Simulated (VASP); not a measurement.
# Ga6AsP5 (Pmm2) in VASP: further runs

Ga6AsP5 is run at these levels: PBE; tasks: single point.

Program: VASP 6.6.1. These are calculated values, not measurements. Logs are shortened: lines on timing, memory, paths and dates and some standing lists are left out, and cuts for length are marked.

## (1) The cell of the first run

The structure is orthorhombic, space group Pmm2 (No. 25). Conventional cell: a = 3.921 Å, b = 11.762 Å, c = 5.544 Å, α = 90.00°, β = 90.00°, γ = 90.00°. Within 3.1 Å of Ga (site symmetry m) lie 3 P at 2.38 to 2.39 Å and 1 As at 2.47 Å. Within 3.2 Å of Ga (site symmetry mm2) lie 2 P at 2.39 Å and 2 As at 2.45 Å. Within 3.2 Å of Ga (site symmetry m) lie 4 P at 2.39 Å. Within 3.2 Å of Ga (site symmetry mm2) lie 4 P at 2.38 to 2.40 Å. Within 3.2 Å of As (site symmetry mm2) lie 4 Ga at 2.45 to 2.47 Å. Within 3.2 Å of P (site symmetry m) lie 4 Ga at 2.39 Å. P (site symmetry m) has 4 Ga at 2.38 to 2.39 Å within 3.1 Å. Within 3.2 Å of P (site symmetry mm2) lie 4 Ga at 2.39 to 2.40 Å.

## (2) Single point, PBE

The input, INCAR:

```
  PREC = Accurate
  ENCUT = 520
  EDIFF = 1E-6
  ISMEAR = 0
  SIGMA = 0.1
  LREAL = F
  LASPH = T
  NELM = 80
  ALGO = Normal
  ISIF = 2
  LWAVE = F
  LCHARG = F
  GGA = PE
  NBANDS = 66
  KPAR = 4
```

The input, KPOINTS:

```
Automatic mesh
0
Gamma
  8 6 4
```

The input, POSCAR:

```
Ga6AsP5
1.0
   -3.9208493966      0.0000000000      0.0000000000
    0.0000000000      5.5436440020      0.0000000000
    0.0000000000      0.0000000000    -11.7624468934
Ga As P
6 1 5
Direct
    0.0000000000      0.0034325892      0.0059260783
    0.5000000000      0.4857469536      0.8333333333
    0.0000000000      0.0034325892      0.6607405884
    0.5000000000      0.5025030471      0.4987320392
    0.0000000000      0.0022533436      0.3333333333
    0.5000000000      0.5025030471      0.1679346275
    0.0000000000      0.7502384927      0.8333333333
    0.5000000000      0.2495733963      0.6634516308
    1.0000000000      0.7499615428      0.4975449470
    0.5000000000      0.2508200593      0.3333333333
    1.0000000000      0.7499615428      0.1691217196
    0.5000000000      0.2495733963      1.0032150358
```

Potentials or basis: VASP PAW PBE potentials, release 64 (Ga_d, As, P).

Started as:

```bash
$ cat potpaw_PBE.64/Ga_d/POTCAR potpaw_PBE.64/As/POTCAR potpaw_PBE.64/P/POTCAR > POTCAR
$ mpirun -np 4 vasp_std > vasp.out
```

OUTCAR:

```text
PREC = Accurate
   ENCUT = 520
   EDIFF = 1E-6
   ISMEAR = 0
   LREAL = F
   LASPH = T
   NELM = 80
   ISIF = 2
   GGA = PE

 ion  position               nearest neighbor table
   1  0.000  0.003  0.006-  11 2.38  12 2.39  12 2.39   7 2.47
   2  0.500  0.486  0.833-   8 2.39  12 2.39   7 2.45   7 2.45
   3  0.000  0.003  0.661-   9 2.38   8 2.39   8 2.39   7 2.47
   4  0.500  0.503  0.499-   8 2.39   9 2.39   9 2.39  10 2.39
   5  0.000  0.002  0.333-  11 2.38   9 2.38  10 2.40  10 2.40
   6  0.500  0.503  0.168-  12 2.39  11 2.39  11 2.39  10 2.39
   7  0.000  0.750  0.833-   2 2.45   2 2.45   3 2.47   1 2.47
   8  0.500  0.250  0.663-   3 2.39   3 2.39   2 2.39   4 2.39
   9  0.000  0.750  0.498-   3 2.38   5 2.38   4 2.39   4 2.39
  10  0.500  0.251  0.333-   6 2.39   4 2.39   5 2.40   5 2.40
  11  0.000  0.750  0.169-   1 2.38   5 2.38   6 2.39   6 2.39
  12  0.500  0.250  0.003-   1 2.39   1 2.39   2 2.39   6 2.39

  LATTYP: Found a simple orthorhombic cell.
 ALAT       =     3.9208493966
 B/A-ratio  =     1.4138885331
 C/A-ratio  =     2.9999741647

  Lattice vectors:

 A1 = (  -3.9208493966,   0.0000000000,   0.0000000000)
 A2 = (   0.0000000000,   5.5436440020,   0.0000000000)
 A3 = (   0.0000000000,   0.0000000000, -11.7624468934)

Analysis of symmetry for initial positions (statically):
=====================================================================
 Subroutine PRICEL returns:
 Original cell was already a primitive cell.

 Routine SETGRP: Setting up the symmetry group for a
 simple orthorhombic supercell.

 Subroutine GETGRP returns: Found  4 space group operations
 (whereof  2 operations were pure point group operations)
 out of a pool of  8 trial point group operations.

The static configuration has the point symmetry C_1h.
 The point group associated with its full space group is C_2v.

Analysis of symmetry for dynamics (positions and initial velocities):
=====================================================================
 Subroutine PRICEL returns:
 Original cell was already a primitive cell.

 Routine SETGRP: Setting up the symmetry group for a
 simple orthorhombic supercell.

 Subroutine GETGRP returns: Found  4 space group operations
 (whereof  2 operations were pure point group operations)
 out of a pool of  8 trial point group operations.

The dynamic configuration has the point symmetry C_1h.
 The point group associated with its full space group is C_2v.

 Subroutine INISYM returns: Found  4 space group operations
 (whereof  2 operations are pure point group operations),
 and found     1 'primitive' translations

----------------------------------------------------------------------------------------

                                     Primitive cell

  volume of cell :     255.6661

  direct lattice vectors                    reciprocal lattice vectors
    -3.920849397  0.000000000  0.000000000    -0.255046777  0.000000000  0.000000000
     0.000000000  5.543644002  0.000000000     0.000000000  0.180386764  0.000000000
     0.000000000  0.000000000-11.762446893     0.000000000  0.000000000 -0.085016324

  length of vectors
     3.920849397  5.543644002 11.762446893     0.255046777  0.180386764  0.085016324

  position of ions in fractional coordinates (direct lattice)
     0.000000000  0.003432589  0.005926078
     0.500000000  0.485746954  0.833333333
     0.000000000  0.003432589  0.660740588
     0.500000000  0.502503047  0.498732039
     0.000000000  0.002253344  0.333333333
     0.500000000  0.502503047  0.167934628
     0.000000000  0.750238493  0.833333333
     0.500000000  0.249573396  0.663451631
     0.000000000  0.749961543  0.497544947
     0.500000000  0.250820059  0.333333333
     0.000000000  0.749961543  0.169121720
     0.500000000  0.249573396  0.003215036

  ion indices of the primitive-cell ions
   primitive index   ion index
                 1           1
                 2           2
                 3           3
                 4           4
                 5           5
                 6           6
                 7           7
                 8           8
                 9           9
                10          10
                11          11
                12          12

----------------------------------------------------------------------------------------

 KPOINTS: Automatic mesh

Automatic generation of k-mesh.
 Grid dimensions read from file:
 generate k-points for:    8    6    4

 Generating k-lattice:

  Cartesian coordinates                     Fractional coordinates (reciprocal lattice)
    -0.031880847  0.000000000  0.000000000     0.125000000  0.000000000  0.000000000
     0.000000000  0.030064461  0.000000000     0.000000000  0.166666667  0.000000000
     0.000000000  0.000000000 -0.021254081     0.000000000  0.000000000  0.250000000

  Length of vectors
     0.031880847  0.030064461  0.021254081

  Shift w.r.t. Gamma in fractional coordinates (k-lattice)
     0.000000000  0.000000000  0.000000000

 Subroutine IBZKPT returns following result:
 ===========================================

 Found     60 irreducible k-points:

 Following reciprocal coordinates:
            Coordinates               Weight
  0.000000  0.000000  0.000000      1.000000
  0.125000  0.000000  0.000000      2.000000
  0.250000  0.000000  0.000000      2.000000
  0.375000  0.000000  0.000000      2.000000
  0.500000  0.000000  0.000000      1.000000
  0.000000  0.166667  0.000000      2.000000
[... 16 lines left out ...]
  0.250000  0.000000  0.250000      4.000000
  0.375000  0.000000  0.250000      4.000000
 [... further k-points ...]
   k-points           NKPTS =     60   k-points in BZ     NKDIM =     60   number of bands    NBANDS=     66
   number of dos      NEDOS =    301   number of ions     NIONS =     12
   total plane-waves  NPLWV = 113400
   dimension x,y,z NGX =    30 NGY =   42 NGZ =   90
   dimension x,y,z NGXF=    60 NGYF=   84 NGZF=  180
   ions per type =               6   1   5
   NGX,Y,Z   is equivalent  to a cutoff of  12.72, 12.60, 12.72 a.u.
   NGXF,Y,Z  is equivalent  to a cutoff of  25.44, 25.19, 25.44 a.u.
 SYSTEM =  unknown system
   PREC   = accura    normal or accurate (medium, high low for compatibility)
   ISTART =      0    job   : 0-new  1-cont  2-samecut
   ICHARG =      2    charge: 1-file 2-atom 10-const
   ISPIN  =      1    spin polarized calculation?
   LNONCOLLINEAR =      F non collinear calculations
   LSORBIT =      F    spin-orbit coupling
   LASPH  =      T    aspherical Exc in radial PAW
   ENCUT  =  520.0 eV  38.22 Ry    6.18 a.u.   7.29 10.31 21.87*2*pi/ulx,y,z
   NELM   =     80;   NELMIN=  2; NELMDL= -5     # of ELM steps
   EDIFF  = 0.1E-05   stopping-criterion for ELM
   LREAL  =      F    real-space projection
   EDIFFG = 0.1E-04   stopping-criterion for IOM
   NSW    =      0    number of steps for IOM
   IBRION =     -1    ionic relax: 0-MD 1-quasi-New 2-CG
   NFREE  =      0    steps in history (QN), initial steepest desc. (CG)
   ISIF   =      2    stress and relaxation
   ISYM   =      2    0-nonsym 1-usesym 2-fastsym
   POTIM  = 0.5000    time-step for ionic-motion
   TEBEG  =    0.0;   TEEND  =   0.0 temperature during run
   PSTRESS=    0.0 pullay stress
   NELECT =     108.0000    total number of electrons
   NUPDOWN=      -1.0000    fix difference up-down
   EMIN   =  10.00;   EMAX   =-10.00  energy-range for DOS
   EFERMI =   0.00;   METHOD = LEGACY
   ISMEAR =     0;   SIGMA  =   0.10  broadening in eV -4-tet -1-fermi 0-gaus
   EFERMI_NEDOS =   21; number of points for ismear=-14 and -15
   IALGO  =     38    algorithm
   IMIX   =      4    mixing-type and parameters
     AMIX     =   0.40;   BMIX     =  1.00
     AMIX_MAG =   1.60;   BMIX_MAG =  1.00
  volume/ion in A,a.u.               =      21.31       143.78
  Fermi-wavevector in a.u.,A,eV,Ry     =   1.228358  2.321260 20.529339  1.508864
  Thomas-Fermi vector in A             =   2.363287
   LORBIT       =      0    0 simple, 1 ext, 2 COOP (PROOUT), +10 PAW based schemes
   GGA     = PE    functional components
   LHFCALC =     F    Hartree Fock is set to
   AEXX    =    0.0000 exact exchange contribution
   IVDW    =     0    specifies the selected vdW correction
   LEPSILON=     F    determine dielectric tensor
   LRPA    =     F    only Hartree local field effects (RPA)
 non-spin polarized calculation
 Gauss-broadening in eV      SIGMA  =   0.10
  energy-cutoff  :      520.00
  volume of cell :      255.67
 maximum number of plane-waves:      6928
 NGX is ok and might be reduce to    30
   NGX = 15   NGY = 21   NGZ = 43

 number of electron     107.9999942 magnetization

 Free energy of the ion-electron system (eV)
  ---------------------------------------------------
  ext. energy  EPLUGINS =         0.00000000
  ---------------------------------------------------
  free energy    TOTEN  =       -53.86350584 eV

  energy without entropy =      -53.86350584  energy(sigma->0) =      -53.86350584

 E-fermi :   4.7257     XC(G=0):  -9.6451

 val. band max:        4.2828065163   @ k =   0.0000   0.0000   0.0000
 cond. band min:       5.5282165532   @ k =   0.0000   0.0000   0.0000
 fundamental gap:      1.2454100368
 Fermi energy:         4.7257379165

 k-point     1 :       0.0000    0.0000    0.0000
  band No.  band energies     occupation
      1     -10.4576      2.00000
      2     -10.4355      2.00000
      3     -10.4246      2.00000
      4     -10.3914      2.00000
      5     -10.3899      2.00000
      6     -10.3585      2.00000
[... 58 lines left out ...]
     65       8.8203      0.00000
     66       8.8971      0.00000

 k-point     2 :       0.1250    0.0000    0.0000
  band No.  band energies     occupation
      1     -10.4541      2.00000
      2     -10.4367      2.00000
      3     -10.4264      2.00000
      4     -10.3993      2.00000
      5     -10.3972      2.00000
      6     -10.3618      2.00000
[... 58 lines left out ...]
     65       8.1953      0.00000
     66       8.6482      0.00000

 k-point     3 :       0.2500    0.0000    0.0000
  band No.  band energies     occupation
      1     -10.4484      2.00000
      2     -10.4431      2.00000
      3     -10.4321      2.00000
      4     -10.4138      2.00000
      5     -10.4105      2.00000
      6     -10.3740      2.00000
[... 1438 lines left out ...]
     65       8.8915      0.00000
     66       8.9928      0.00000

 k-point    24 :       0.3750    0.0000    0.2500
  band No.  band energies     occupation
      1     -10.4542      2.00000
      2     -10.4501      2.00000
      3     -10.4380      2.00000
      4     -10.4229      2.00000
      5     -10.4136      2.00000
      6     -10.3935      2.00000
[... 58 lines left out ...]
     65       8.2966      0.00000
     66       9.6243      0.00000

 [... further k-points ...]

------------------------ aborting loop because EDIFF is reached ----------------------------------------

  FORCE on cell =-STRESS in cart. coord.  units (eV):
  Direction    XX          YY          ZZ          XY          YZ          ZX
  --------------------------------------------------------------------------------------
  -------------------------------------------------------------------------------------
  Total        0.0440985      0.0508280      0.0679885      0.0000000      0.0000000      0.0000000
  in kB        0.2763512      0.3185230      0.4260621      0.0000000      0.0000000      0.0000000
  external PRESSURE =       0.3403121 kB  Pullay stress =       0.0000000 kB

 VOLUME and BASIS-vectors are now :
 -----------------------------------------------------------------------------
  energy-cutoff  :      520.00
  volume of cell :      255.67
      direct lattice vectors                 reciprocal lattice vectors
    -3.920849397  0.000000000  0.000000000    -0.255046777  0.000000000  0.000000000
     0.000000000  5.543644002  0.000000000     0.000000000  0.180386764  0.000000000
     0.000000000  0.000000000-11.762446893     0.000000000  0.000000000 -0.085016324

 POSITION                                       TOTAL-FORCE (eV/Angst)
 -----------------------------------------------------------------------------------
      0.00000      0.01903     -0.06971         0.000000      0.004705     -0.013613
     -1.96042      2.69281     -9.80204         0.000000     -0.015542      0.000000
      0.00000      0.01903     -7.77193         0.000000      0.004705      0.013613
     -1.96042      2.78570     -5.86631         0.000000     -0.002235     -0.000897
      0.00000      0.01249     -3.92082         0.000000     -0.001923      0.000000
     -1.96042      2.78570     -1.97532         0.000000     -0.002235      0.000897
      0.00000      4.15906     -9.80204         0.000000     -0.004376      0.000000
     -1.96042      1.38355     -7.80381         0.000000      0.002839      0.001586
      0.00000      4.15752     -5.85235         0.000000      0.005919     -0.000056
     -1.96042      1.39046     -3.92082         0.000000     -0.000614      0.000000
      0.00000      4.15752     -1.98929         0.000000      0.005919      0.000056
     -1.96042      1.38355     -0.03782         0.000000      0.002839     -0.001586
 -----------------------------------------------------------------------------------
    total drift:                               -0.000000     -0.000547     -0.000042

  FREE ENERGIE OF THE ION-ELECTRON SYSTEM (eV)
  ---------------------------------------------------
  free  energy   TOTEN  =       -53.8635058384 eV

  energy  without entropy=      -53.8635058384  energy(sigma->0) =      -53.86350584
```

Run time: 5.8 min. Hardware: 4 MPI ranks of Intel Xeon Platinum 8259CL at 2.50GHz (Skylake/Cascade Lake), shared host; peak memory 0.86 GiB.

What came out:

| Property | Result |
| --- | --- |
| Free energy | -53.8635 eV |
| Pressure | 0.0 GPa |
| Largest force | 0.016 eV/Å |
| Band gap on the k mesh | 1.25 eV |

Forces in eV/Å, atoms in the order of the input:
```
Ga   0.000  0.005 -0.014
Ga   0.000 -0.016  0.000
Ga   0.000  0.005  0.014
Ga   0.000 -0.002 -0.001
Ga   0.000 -0.002  0.000
Ga   0.000 -0.002  0.001
As   0.000 -0.004  0.000
P    0.000  0.003  0.002
P    0.000  0.006  0.000
P    0.000 -0.001  0.000
P    0.000  0.006  0.000
P    0.000  0.003 -0.002
```

Levels at points of the mesh, in eV from the valence-band top:
```
           k point  band 52  band 53  band 54  band 55  band 56  band 57
(0.00, 0.00, 0.00)    -0.09    -0.08     0.00     1.25     1.59     1.71
(0.50, 0.00, 0.00)    -2.56    -1.33    -1.13     2.00     2.05     2.09
(0.00, 0.50, 0.00)    -1.40    -1.39    -0.89     1.93     1.99     2.01
(0.50, 0.50, 0.00)    -1.17    -1.14    -1.05     1.37     1.37     3.63
(0.00, 0.00, 0.50)    -0.66    -0.30    -0.02     1.76     1.91     2.28
(0.50, 0.00, 0.50)    -2.06    -2.01    -1.88     1.51     1.68     1.73
(0.00, 0.50, 0.50)    -1.15    -1.13    -0.86     1.36     1.38     2.54
(0.50, 0.50, 0.50)    -1.56    -1.48    -1.42     2.49     2.51     2.60
```

A k mesh can miss the band edges. A hybrid or GW would open this gap; PBE tends to underestimate it.

(Continued in part 2 of 2.)
